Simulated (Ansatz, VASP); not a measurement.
## TaN in VASP and in Ansatz

```
CELL_PARAMETERS angstrom
2.88918 0.00000 0.00000
-1.44459 2.50210 0.00000
0.00000 0.00000 5.86002
ATOMIC_POSITIONS crystal
Ta 0.97418 0.98110 0.00000
Ta 0.02582 0.01890 0.50000
N 0.33333 0.66667 0.25000
N 0.66667 0.33333 0.75000
```

Change from the starting cell: mode 4 frozen in at -0.047 Å and mode 5 at -0.047 Å (largest displacements).

Alike in both runs: task single point; functional PBEsol; k mesh 15 × 15 × 8; occupations gaussian, width 0.15 eV; no spin polarisation.

```csv
,VASP,Ansatz
version,VASP 6.6.1,Ansatz 0.2.0
potentials or method,"VASP PAW PBE potentials, release 64 (Ta_pv, N), cutoff 520 eV","scalar-relativistic, plane waves, PAW"
valence electrons in the cell,32,36
```

|  | VASP | Ansatz | Ansatz less VASP |
| --- | --- | --- | --- |
| gap on the k mesh at the Fermi level (eV) | none | none | - |
| pressure (GPa) | 1.8 | 0.8 | -1.02 |
| traceless stress, the component that is largest in VASP (GPa) | 0.42 | 0.29 | -0.128 |
| rms of the force components (eV/Å) | 0.402 | 0.399 | -0.0023 |

VASP's potentials were made for PBE, not for PBEsol, and Ansatz warns of the same on its side. Atom by atom the forces differ by 0.002 eV/Å (rms over components). A gap of «none» marks a metal or a gap that the smearing closes. VASP's potentials hold 32 valence electrons a cell and Ansatz's 36, so a difference there can come from the potentials and not from the codes.

Spin-orbit coupling is off throughout.
